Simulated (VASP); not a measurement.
# SrTiO3 (P4mm) in VASP: further runs

The runs below take SrTiO3 through single point, with PBE.

Everything below comes from runs of VASP 6.6.1. Logs are shortened: lines on timing, memory, paths and dates and some standing lists are left out, and cuts for length are marked.

**1. The cell of the first run**

Symmetry: P4mm, No. 99, tetragonal system. The conventional cell has a = 3.936 Å, b = 3.936 Å, c = 3.936 Å, α = 90.00°, β = 90.00°, γ = 90.00°. Sr (site symmetry 4mm) has 12 O at 2.53 to 3.06 Å and 4 Ti at 3.20 Å within 3.3 Å. Ti (site symmetry 4mm) has 6 O at 1.91 to 2.02 Å within 2.5 Å. Within 2.5 Å of O (site symmetry 4mm) lie 2 Ti at 1.91 to 2.02 Å. O (site symmetry 2mm) has 2 Ti at 1.97 Å and 2 Sr at 2.53 Å within 2.6 Å.

**2. Single point, PBE (mode 1 frozen in at -0.058 Å and mode 7 at +0.230 Å (largest displacements))**

Contents of INCAR:

```
PREC = Accurate
ENCUT = 520
EDIFF = 1E-7
ISMEAR = 0
SIGMA = 0.05
LREAL = False
LASPH = True
NELM = 100
ALGO = Normal
ISIF = 2
LWAVE = False
LCHARG = False
GGA = PE
NBANDS = 28
```

Contents of KPOINTS:

```
Automatic mesh
0
Gamma
  8 8 8
```

Contents of POSCAR:

```
SrTiO3
1.0
    3.9364094381      0.0000000000      0.0000000000
    0.0000000000      3.9364094381      0.0000000000
    0.0000000000      0.0000000000      3.9364094381
Sr Ti O
1 1 3
Direct
    0.0500127480      0.0000000000      0.0000000000
    0.4511502718      0.5000000000      0.5000000000
   -0.0349611896      0.5000000000      0.5000000000
    0.4536070075      0.0000000000      0.5000000000
    0.4536070075      0.5000000000      0.0000000000
```

Potentials or basis: VASP PAW PBE potentials, release 64 (Sr_sv, Ti_sv, O).

Command:

```sh
cat potpaw_PBE.64/Sr_sv/POTCAR potpaw_PBE.64/Ti_sv/POTCAR potpaw_PBE.64/O/POTCAR > POTCAR
mpirun -np 1 vasp_std > vasp.out
```

OUTCAR:

```text
PREC = Accurate
   ENCUT = 520
   EDIFF = 1E-7
   ISMEAR = 0
   LREAL = False
   LASPH = True
   NELM = 100
   ISIF = 2
   GGA = PE

 ion  position               nearest neighbor table
   1  0.050  0.000  0.000-   4 2.53   5 2.53   4 2.53   5 2.53   3 2.80   3 2.80   3 2.80   3 2.80
                             4 3.06   5 3.06   4 3.06   5 3.06   2 3.20   2 3.20   2 3.20   2 3.20
   2  0.451  0.500  0.500-   3 1.91   4 1.97   5 1.97   5 1.97   4 1.97   3 2.02   1 3.20   1 3.20
                             1 3.20   1 3.20   1 3.65   1 3.65   1 3.65   1 3.65
   3  0.965  0.500  0.500-   2 1.91   2 2.02   1 2.80   1 2.80   1 2.80   1 2.80
   4  0.454  0.000  0.500-   2 1.97   2 1.97   1 2.53   1 2.53   1 3.06   1 3.06
   5  0.454  0.500  0.000-   2 1.97   2 1.97   1 2.53   1 2.53   1 3.06   1 3.06

  LATTYP: Found a simple cubic cell.
 ALAT       =     3.9364094381

  Lattice vectors:

 A1 = (   3.9364094381,   0.0000000000,   0.0000000000)
 A2 = (   0.0000000000,   3.9364094381,   0.0000000000)
 A3 = (   0.0000000000,   0.0000000000,   3.9364094381)

Analysis of symmetry for initial positions (statically):
=====================================================================
 Subroutine PRICEL returns:
 Original cell was already a primitive cell.

 Routine SETGRP: Setting up the symmetry group for a
 simple cubic supercell.

 Subroutine GETGRP returns: Found  8 space group operations
 (whereof  8 operations were pure point group operations)
 out of a pool of 48 trial point group operations.

The static configuration has the point symmetry C_4v.

Analysis of symmetry for dynamics (positions and initial velocities):
=====================================================================
 Subroutine PRICEL returns:
 Original cell was already a primitive cell.

 Routine SETGRP: Setting up the symmetry group for a
 simple cubic supercell.

 Subroutine GETGRP returns: Found  8 space group operations
 (whereof  8 operations were pure point group operations)
 out of a pool of 48 trial point group operations.

The dynamic configuration has the point symmetry C_4v.

 Subroutine INISYM returns: Found  8 space group operations
 (whereof  8 operations are pure point group operations),
 and found     1 'primitive' translations

----------------------------------------------------------------------------------------

                                     Primitive cell

  volume of cell :      60.9959

  direct lattice vectors                    reciprocal lattice vectors
     3.936409438  0.000000000  0.000000000     0.254038615  0.000000000  0.000000000
     0.000000000  3.936409438  0.000000000     0.000000000  0.254038615  0.000000000
     0.000000000  0.000000000  3.936409438     0.000000000  0.000000000  0.254038615

  length of vectors
     3.936409438  3.936409438  3.936409438     0.254038615  0.254038615  0.254038615

  position of ions in fractional coordinates (direct lattice)
     0.050012748  0.000000000  0.000000000
     0.451150272  0.500000000  0.500000000
     0.965038810  0.500000000  0.500000000
     0.453607007  0.000000000  0.500000000
     0.453607007  0.500000000  0.000000000

  ion indices of the primitive-cell ions
   primitive index   ion index
                 1           1
                 2           2
                 3           3
                 4           4
                 5           5

----------------------------------------------------------------------------------------

 KPOINTS: Automatic mesh

Automatic generation of k-mesh.
 Grid dimensions read from file:
 generate k-points for:    8    8    8

 Generating k-lattice:

  Cartesian coordinates                     Fractional coordinates (reciprocal lattice)
     0.031754827  0.000000000  0.000000000     0.125000000  0.000000000  0.000000000
     0.000000000  0.031754827  0.000000000     0.000000000  0.125000000  0.000000000
     0.000000000  0.000000000  0.031754827     0.000000000  0.000000000  0.125000000

  Length of vectors
     0.031754827  0.031754827  0.031754827

  Shift w.r.t. Gamma in fractional coordinates (k-lattice)
     0.000000000  0.000000000  0.000000000

 Subroutine IBZKPT returns following result:
 ===========================================

 Found     75 irreducible k-points:

 Following reciprocal coordinates:
            Coordinates               Weight
  0.000000  0.000000  0.000000      1.000000
  0.125000  0.000000  0.000000      2.000000
  0.000000  0.125000  0.000000      4.000000
  0.250000  0.000000  0.000000      2.000000
  0.000000  0.250000  0.000000      4.000000
  0.375000  0.000000  0.000000      2.000000
[... 16 lines left out ...]
  0.375000  0.250000  0.000000      8.000000
  0.000000  0.375000  0.250000      8.000000
 [... further k-points ...]
   k-points           NKPTS =     75   k-points in BZ     NKDIM =     75   number of bands    NBANDS=     28
   number of dos      NEDOS =    301   number of ions     NIONS =      5
   total plane-waves  NPLWV =  27000
   dimension x,y,z NGX =    30 NGY =   30 NGZ =   30
   dimension x,y,z NGXF=    60 NGYF=   60 NGZF=   60
   ions per type =               1   1   3
   NGX,Y,Z   is equivalent  to a cutoff of  12.67, 12.67, 12.67 a.u.
   NGXF,Y,Z  is equivalent  to a cutoff of  25.34, 25.34, 25.34 a.u.
 SYSTEM =  unknown system
   PREC   = accura    normal or accurate (medium, high low for compatibility)
   ISTART =      0    job   : 0-new  1-cont  2-samecut
   ICHARG =      2    charge: 1-file 2-atom 10-const
   ISPIN  =      1    spin polarized calculation?
   LNONCOLLINEAR =      F non collinear calculations
   LSORBIT =      F    spin-orbit coupling
   LASPH  =      T    aspherical Exc in radial PAW
   ENCUT  =  520.0 eV  38.22 Ry    6.18 a.u.   7.32  7.32  7.32*2*pi/ulx,y,z
   NELM   =    100;   NELMIN=  2; NELMDL= -5     # of ELM steps
   EDIFF  = 0.1E-06   stopping-criterion for ELM
   LREAL  =      F    real-space projection
   EDIFFG = 0.1E-05   stopping-criterion for IOM
   NSW    =      0    number of steps for IOM
   IBRION =     -1    ionic relax: 0-MD 1-quasi-New 2-CG
   NFREE  =      0    steps in history (QN), initial steepest desc. (CG)
   ISIF   =      2    stress and relaxation
   ISYM   =      2    0-nonsym 1-usesym 2-fastsym
   POTIM  = 0.5000    time-step for ionic-motion
   TEBEG  =    0.0;   TEEND  =   0.0 temperature during run
   PSTRESS=    0.0 pullay stress
   NELECT =      40.0000    total number of electrons
   NUPDOWN=      -1.0000    fix difference up-down
   EMIN   =  10.00;   EMAX   =-10.00  energy-range for DOS
   EFERMI =   0.00;   METHOD = LEGACY
   ISMEAR =     0;   SIGMA  =   0.05  broadening in eV -4-tet -1-fermi 0-gaus
   EFERMI_NEDOS =   21; number of points for ismear=-14 and -15
   IALGO  =     38    algorithm
   IMIX   =      4    mixing-type and parameters
     AMIX     =   0.40;   BMIX     =  1.00
     AMIX_MAG =   1.60;   BMIX_MAG =  1.00
  volume/ion in A,a.u.               =      12.20        82.32
  Fermi-wavevector in a.u.,A,eV,Ry     =   1.422311  2.687778 27.524158  2.022969
  Thomas-Fermi vector in A             =   2.543028
   LORBIT       =      0    0 simple, 1 ext, 2 COOP (PROOUT), +10 PAW based schemes
   GGA     = PE    functional components
   LHFCALC =     F    Hartree Fock is set to
   AEXX    =    0.0000 exact exchange contribution
   IVDW    =     0    specifies the selected vdW correction
   LEPSILON=     F    determine dielectric tensor
   LRPA    =     F    only Hartree local field effects (RPA)
 non-spin polarized calculation
 Gauss-broadening in eV      SIGMA  =   0.05
  energy-cutoff  :      520.00
  volume of cell :       61.00
 maximum number of plane-waves:      1671
 NGX is ok and might be reduce to    30
   NGX = 15   NGY = 15   NGZ = 15

 number of electron      39.9999992 magnetization

 Free energy of the ion-electron system (eV)
  ---------------------------------------------------
  ext. energy  EPLUGINS =         0.00000000
  ---------------------------------------------------
  free energy    TOTEN  =       -39.83354968 eV

  energy without entropy =      -39.83354968  energy(sigma->0) =      -39.83354968

 E-fermi :   4.2492     XC(G=0): -11.1011

 val. band max:        3.8826307711   @ k =   0.5000   0.5000   0.5000
 cond. band min:       5.6175360790   @ k =   0.0000   0.0000   0.0000
 fundamental gap:      1.7349053079
 Fermi energy:         4.2492041162

 k-point     1 :       0.0000    0.0000    0.0000
  band No.  band energies     occupation
      1     -52.6513      2.00000
      2     -28.8964      2.00000
      3     -28.8964      2.00000
      4     -28.8926      2.00000
      5     -28.7202      2.00000
      6     -13.5364      2.00000
[... 20 lines left out ...]
     27       9.8875      0.00000
     28       9.9957      0.00000

 k-point     2 :       0.1250    0.0000    0.0000
  band No.  band energies     occupation
      1     -52.6511      2.00000
      2     -28.9078      2.00000
      3     -28.8961      2.00000
      4     -28.8961      2.00000
      5     -28.7112      2.00000
      6     -13.5535      2.00000
[... 20 lines left out ...]
     27      10.1386      0.00000
     28      10.3423      0.00000

 k-point     3 :       0.0000    0.1250    0.0000
  band No.  band energies     occupation
      1     -52.6511      2.00000
      2     -28.9241      2.00000
      3     -28.8960      2.00000
      4     -28.8830      2.00000
      5     -28.7078      2.00000
      6     -13.5328      2.00000
[... 20 lines left out ...]
     27      10.1170      0.00000
     28      10.3210      0.00000

 k-point     4 :       0.2500    0.0000    0.0000
  band No.  band energies     occupation
      1     -52.6506      2.00000
      2     -28.9407      2.00000
      3     -28.8952      2.00000
      4     -28.8952      2.00000
      5     -28.6930      2.00000
      6     -13.6199      2.00000
[... 20 lines left out ...]
     27      10.7493      0.00000
     28      11.2393      0.00000

 k-point     5 :       0.0000    0.2500    0.0000
  band No.  band energies     occupation
      1     -52.6506      2.00000
      2     -28.9670      2.00000
      3     -28.8951      2.00000
      4     -28.8772      2.00000
      5     -28.6840      2.00000
      6     -13.5781      2.00000
[... 20 lines left out ...]
     27      10.7149      0.00000
     28      11.2062      0.00000

 k-point     6 :       0.3750    0.0000    0.0000
  band No.  band energies     occupation
      1     -52.6501      2.00000
      2     -28.9704      2.00000
      3     -28.8943      2.00000
      4     -28.8943      2.00000
      5     -28.6779      2.00000
      6     -13.7061      2.00000
[... 463 lines left out ...]
      5     -28.6762      2.00000
      6     -13.4897      2.00000
[... 20 lines left out ...]
     27      11.4392      0.00000
     28      11.7615      0.00000

 k-point    22 :       0.0000    0.2500    0.2500
  band No.  band energies     occupation
      1     -52.6499      2.00000
      2     -28.9636      2.00000
      3     -28.9279      2.00000
      4     -28.8736      2.00000
      5     -28.6779      2.00000
      6     -13.4179      2.00000
[... 20 lines left out ...]
     27      11.3901      0.00000
     28      11.6721      0.00000

 k-point    23 :       0.3750    0.2500    0.0000
  band No.  band energies     occupation
      1     -52.6495      2.00000
      2     -28.9654      2.00000
      3     -28.9267      2.00000
      4     -28.8930      2.00000
      5     -28.6719      2.00000
      6     -13.4756      2.00000
[... 20 lines left out ...]
     27      11.9424      0.00000
     28      12.5218      0.00000

 k-point    24 :       0.0000    0.3750    0.2500
  band No.  band energies     occupation
      1     -52.6494      2.00000
      2     -28.9803      2.00000
      3     -28.9293      2.00000
      4     -28.8713      2.00000
      5     -28.6759      2.00000
      6     -13.3904      2.00000
[... 20 lines left out ...]
     27      11.9751      0.00000
     28      12.0607      0.00000

 [... further k-points ...]
[... 5 lines left out ...]
  --------------------------------------------------------------------------------------
  -------------------------------------------------------------------------------------
  Total        1.4621309      1.6879863      1.6879863      0.0000000     -0.0000000      0.0000000
  in kB       38.4057309     44.3382670     44.3382670      0.0000000     -0.0000000      0.0000000
  external PRESSURE =      42.3607550 kB  Pullay stress =       0.0000000 kB

 VOLUME and BASIS-vectors are now :
 -----------------------------------------------------------------------------
  energy-cutoff  :      520.00
  volume of cell :       61.00
      direct lattice vectors                 reciprocal lattice vectors
     3.936409438  0.000000000  0.000000000     0.254038615  0.000000000  0.000000000
     0.000000000  3.936409438  0.000000000     0.000000000  0.254038615  0.000000000
     0.000000000  0.000000000  3.936409438     0.000000000  0.000000000  0.254038615

 POSITION                                       TOTAL-FORCE (eV/Angst)
 -----------------------------------------------------------------------------------
      0.19687      0.00000      0.00000        -1.526031      0.000000      0.000000
      1.77591      1.96820      1.96820         0.957083     -0.000000      0.000000
      3.79879      1.96820      1.96820         0.004897      0.000000     -0.000000
      1.78558      0.00000      1.96820         0.282026      0.000000      0.000000
      1.78558      1.96820      0.00000         0.282026     -0.000000     -0.000000
 -----------------------------------------------------------------------------------
    total drift:                                0.000487     -0.000000      0.000002

  FREE ENERGIE OF THE ION-ELECTRON SYSTEM (eV)
  ---------------------------------------------------
  free  energy   TOTEN  =       -39.8335496789 eV

  energy  without entropy=      -39.8335496789  energy(sigma->0) =      -39.83354968
```

Run time: 83 s. Hardware: 1 thread of Intel Xeon Platinum 8488C (Sapphire Rapids), shared host; peak memory 0.26 GiB.

What came out:

```yaml
Free_energy: -39.8335 eV
Pressure: 4.2 GPa
Largest_force: 1.526 eV/Å
Band_gap_on_the_k_mesh: 1.73 eV, indirect (least direct gap 2.12 eV)
```

Forces in eV/Å, atoms in the order of the input:
```
Sr  -1.526  0.000  0.000
Ti   0.957  0.000  0.000
O    0.005  0.000  0.000
O    0.282  0.000  0.000
O    0.282  0.000  0.000
```

Levels at points of the mesh, in eV from the valence-band top:
```tsv
k point	band 18	band 19	band 20	band 21	band 22	band 23
(0.00, 0.00, 0.00)	-0.39	-0.39	-0.39	1.73	1.91	1.91
(0.50, 0.00, 0.00)	-1.94	-0.80	-0.80	1.88	3.70	3.70
(0.00, 0.50, 0.00)	-1.50	-0.71	-0.68	2.02	3.61	3.66
(0.50, 0.50, 0.00)	-1.58	-1.48	0.00	3.62	3.72	4.18
(0.00, 0.50, 0.50)	-1.52	-1.52	-0.30	3.70	3.70	4.09
(0.50, 0.50, 0.50)	-0.22	0.00	0.00	4.30	4.32	4.32
```

Caveat: the cell differs from its parent crystal (mode 1 frozen in at -0.058 Å and mode 7 at +0.230 Å (largest displacements)); forces of over 1 eV/Å act on the atoms, so gaps and moduli don't describe the material at rest. A k mesh can miss the band edges.

**3. Single point, PBE (mode 1 frozen in at -0.019 Å and mode 7 at -0.115 Å (largest displacements))**

Contents of INCAR:

```
  PREC = Accurate
  ENCUT = 520
  EDIFF = 1E-7
  ISMEAR = 0
  SIGMA = 0.05
  LREAL = F
  LASPH = T
  NELM = 100
  ALGO = Normal
  ISIF = 2
  LWAVE = F
  LCHARG = T
  GGA = PE
  LELF = T
  LVHAR = T
  NBANDS = 28
```

Contents of KPOINTS:

```
regular mesh
0
Gamma
  8 8 8
```

Contents of POSCAR:

```
SrTiO3
1.0
    3.9364094381      0.0000000000      0.0000000000
    0.0000000000      3.9364094381      0.0000000000
    0.0000000000      0.0000000000      3.9364094381
Sr Ti O
1 1 3
Direct
   -0.0232975604      0.0000000000      0.0000000000
    0.5324921713      0.5000000000      0.5000000000
    0.0052867413      0.5000000000      0.5000000000
    0.5125460000      0.0000000000      0.5000000000
    0.5125460000      0.5000000000      0.0000000000
```

Potentials or basis: VASP PAW PBE potentials, release 64 (Sr_sv, Ti_sv, O).

Command:

```sh
cat potpaw_PBE.64/Sr_sv/POTCAR potpaw_PBE.64/Ti_sv/POTCAR potpaw_PBE.64/O/POTCAR > POTCAR
mpirun -np 1 vasp_std > vasp.out
```

Wall time 89 s (1 thread of Intel Xeon Platinum 8488C (Sapphire Rapids), shared host); peak memory 0.26 GiB.

It converged, with:

- Free energy: -40.0340 eV
- Pressure: 2.0 GPa
- Largest force: 0.674 eV/Å
- Band gap on the k mesh: 1.84 eV, indirect (least direct gap 2.29 eV)

Forces on the atoms (eV/Å):
```
Sr   0.674  0.000  0.000
Ti  -0.642  0.000  0.000
O    0.154  0.000  0.000
O   -0.093  0.000  0.000
O   -0.093  0.000  0.000
```

Stress tensor (GPa, compression positive):
```
2.94 0.00 0.00
0.00 1.58 0.00
0.00 0.00 1.58
```

Levels at points of the mesh, in eV from the valence-band top:
| k point | band 18 | band 19 | band 20 | band 21 | band 22 | band 23 |
| --- | --- | --- | --- | --- | --- | --- |
| (0.00, 0.00, 0.00) | -0.48 | -0.45 | -0.45 | 1.84 | 2.03 | 2.03 |
| (0.50, 0.00, 0.00) | -1.91 | -0.72 | -0.72 | 2.00 | 3.77 | 3.77 |
| (0.00, 0.50, 0.00) | -1.73 | -0.88 | -0.79 | 2.19 | 3.70 | 3.73 |
| (0.50, 0.50, 0.00) | -1.52 | -1.51 | -0.11 | 3.70 | 3.78 | 4.19 |
| (0.00, 0.50, 0.50) | -1.64 | -1.64 | -0.09 | 3.75 | 3.75 | 4.13 |
| (0.50, 0.50, 0.50) | -0.04 | -0.04 | 0.00 | 4.34 | 4.37 | 4.37 |

Caveat: the cell differs from its parent crystal (mode 1 frozen in at -0.019 Å and mode 7 at -0.115 Å (largest displacements)).

[end of part 1 of 2]
